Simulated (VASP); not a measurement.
**NaF: single point with HSE06**

NaF:

```
Na F
1.0
     0.00000    2.29725    2.29725
     2.29725    0.00000    2.29725
     2.29725    2.29725    0.00000
Na F
1 1
Direct
  0.00000 0.00000 0.00000
  0.50000 0.50000 0.50000
```

* Program: VASP 6.6.1
* Task: single point
* Functional: HSE06
* Potentials or basis: VASP PAW PBE potentials, release 64 (Na_pv, F)
* Cutoff: 520 eV
* k mesh: 6 × 6 × 6
* Occupations: gaussian, width 0.01 eV
* Spin: no spin polarisation

```
Pressure               : 1.6 GPa
Band gap on the k mesh : 8.60 eV
```

Levels at points of the mesh, in eV from the valence-band top:
```csv
k point,band 4,band 5,band 6,band 7,band 8,band 9,band 10,band 11
"(0.00, 0.00, 0.00)",-20.29,0.00,0.00,0.00,8.60,21.56,21.56,21.56
"(0.50, 0.00, 0.00)",-19.56,-1.68,-0.28,-0.28,13.17,15.07,22.85,22.85
"(0.50, 0.50, 0.00)",-20.34,-1.36,-0.44,-0.44,15.59,15.74,16.25,22.73
```

Wall time 24 min on 1 thread of Intel(R) Xeon(R) Platinum 8259CL CPU @ 2.50GHz (Skylake/Cascade Lake), with other jobs on the host, peak memory 0.24 GiB.

Caveat: the PAW data sets were made with another functional, which shifts forces and pressure a little.
